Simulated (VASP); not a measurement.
**ReSb (rocksalt type): relaxation of cell and atoms with LDA**

The system is ReSb (rocksalt type).

```
Re Sb
1.0
     0.00000    2.77829    2.77829
     2.77829    0.00000    2.77829
     2.77829    2.77829    0.00000
Re Sb
1 1
Direct
  0.00000 0.00000 0.00000
  0.50000 0.50000 0.50000
```

| Property | Result |
| --- | --- |
| Program | VASP 6.6.1 |
| Task | relaxation of cell and atoms |
| Functional | LDA |
| Potentials or basis | VASP PAW LDA potentials, release 64 (Re, Sb) |
| Cutoff | 600 eV |
| k mesh | 12 × 12 × 12 |
| Occupations | fermi-dirac, width 0.08 eV |
| Spin | no spin polarisation |
| Dipole correction | no |
| Further INCAR settings | ALGO = Normal; EDIFF = 1e-06; IBRION = 2; EDIFFG = -0.005; NSW = 60; ISIF = 3 |

```yaml
Relaxed_volume: 19.44 Å³/atom
Relaxed_cell: a = 3.803 Å, b = 3.803 Å, c = 3.803 Å, α = 60.00°, β = 60.00°, γ = 60.00°
Space_group_after_relaxing_to_0.05_Å: Fm-3m (No. 225)
Energy_gained_by_relaxing: 89.2 meV/atom
Ionic_steps: 7
Pressure_after_relaxing: 0.0 GPa
Band_gap_on_the_k_mesh: zero (band 6 reaches 9.11 eV, above the bottom of band 7 at 8.96 eV)
```

Step by step:
| step | energy change (eV) | largest force (eV/Å) | pressure (GPa) | volume (Å³) |
| --- | --- | --- | --- | --- |
| 1 | 0.0000 | 0.0000 | -12.97 | 42.89 |
| 2 | 0.4562 | 0.0000 | 40.22 | 32.99 |
| 3 | -0.1779 | 0.0000 | -0.81 | 39.07 |
| 4 | -0.1784 | 0.0000 | -0.19 | 38.92 |
| 5 | -0.1784 | 0.0000 | 0.15 | 38.85 |
| 6 | -0.1783 | 0.0000 | -0.22 | 38.94 |
| 7 | -0.1784 | 0.0000 | -0.01 | 38.88 |

Final structure:
```
Re Sb
1.0
     0.00000    2.68890    2.68890
     2.68890    0.00000    2.68890
     2.68890    2.68890    0.00000
Re Sb
1 1
Cartesian
  0.0000 0.0000 0.0000
  2.6889 2.6889 2.6889
```

Levels at points of the mesh, in eV from the Fermi level:
```csv
k point,band 3,band 4,band 5,band 6,band 7,band 8,band 9,band 10
"(0.00, 0.00, 0.00)",-1.83,-1.83,-1.35,-1.35,1.33,1.33,1.33,6.43
"(0.50, 0.00, 0.00)",-4.16,-4.16,-0.34,-0.34,0.08,4.11,6.23,6.23
"(0.50, 0.50, 0.00)",-3.25,-1.52,-1.52,-0.62,0.21,0.30,0.30,3.93
```

Wall time 81 s on 1 thread of Intel Xeon 6975P-C (shared host), peak memory 0.19 GiB.

Caveat: spin-orbit coupling is left out, which moves the levels of the heavy elements.
